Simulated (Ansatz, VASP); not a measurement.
# Si4S: VASP beside Ansatz

The input INCAR:

```
SYSTEM = Si4S
PREC     = Accurate       ! precision mode
ENCUT    = 520            ! plane-wave cutoff, eV
EDIFF    = 1E-6           ! SCF threshold, eV
ISMEAR   = 0              ! smearing method
SIGMA    = 0.1            ! smearing width, eV
LREAL    = .FALSE.        ! projectors in reciprocal space
LASPH    = .TRUE.         ! aspherical terms in the spheres
NELM     = 60             ! most SCF steps
ALGO     = Normal         ! electronic algorithm
ISIF     = 2              ! what is computed and relaxed
LWAVE    = .FALSE.        ! write WAVECAR
LCHARG   = .FALSE.        ! write CHGCAR
GGA      = PE             ! functional
NBANDS   = 19             ! bands
```

Contents of KPOINTS:

```
regular mesh
0
G
  12 12 6
  0 0 0
```

Contents of POSCAR:

```
Si4S
1.0
    4.0334417140      0.0000000000      0.0000000000
   -2.0167208570      3.4930629891      0.0000000000
    0.0000000000      0.0000000000      6.6973102878
Si S
4 1
Direct
    0.3333333333      0.6666666667      0.7078976891
    0.6666666667      0.3333333333      0.7078976891
    0.6666666667      0.3333333333      0.2921023109
    0.3333333333      0.6666666667      0.2921023109
    0.0000000000      0.0000000000      0.0000000000
```

Input for Ansatz:

```yaml
crystal:
  lattice:
    - [4.033441714, 0.0, 0.0]
    - [-2.016720857, 3.4930629891, 0.0]
    - [0.0, 0.0, 6.6973102878]
  atoms:
    - { symbol: Si, position: [0.3333333333, 0.6666666667, 0.7078976891] }
    - { symbol: Si, position: [0.6666666667, 0.3333333333, 0.7078976891] }
    - { symbol: Si, position: [0.6666666667, 0.3333333333, 0.2921023109] }
    - { symbol: Si, position: [0.3333333333, 0.6666666667, 0.2921023109] }
    - { symbol: S, position: [0.0, 0.0, 0.0] }
basis:
  ecutwfc: 420
kpoints:
  mp_grid: { grid: [12, 12, 6] }
hamiltonian:
  xc: pbe
scf:
  occupations: { method: gaussian, width: 0.1 }
  lower_state_search: standard
output:
  forces: true
  eigenvalues: true
  stress: true
```

Alike in both runs: task single point; functional PBE; k mesh 12 × 12 × 6; occupations gaussian, width 0.1 eV; no spin polarisation.

|  | VASP | Ansatz |
| --- | --- | --- |
| version | VASP 6.6.1 | Ansatz 0.2.0 |
| potentials or method | VASP PAW PBE potentials, release 64 (Si, S), cutoff 520 eV | scalar-relativistic, plane waves, PAW |
| valence electrons in the cell | 22 | 22 |

Ansatz gave:

```
gap on the k mesh at the Fermi level (eV)                     : none
pressure (GPa)                                                : 0.0
traceless stress, the component that is largest in VASP (GPa) : 0.01
```

Q: Which values does VASP return?

A: gap on the k mesh at the Fermi level (eV): none; pressure (GPa): -0.1; traceless stress, the component that is largest in VASP (GPa): 0.06.

A gap of «none» marks a metal or a gap that the smearing closes. With one functional, cell and mesh, what is left measures potentials, basis and numerics.
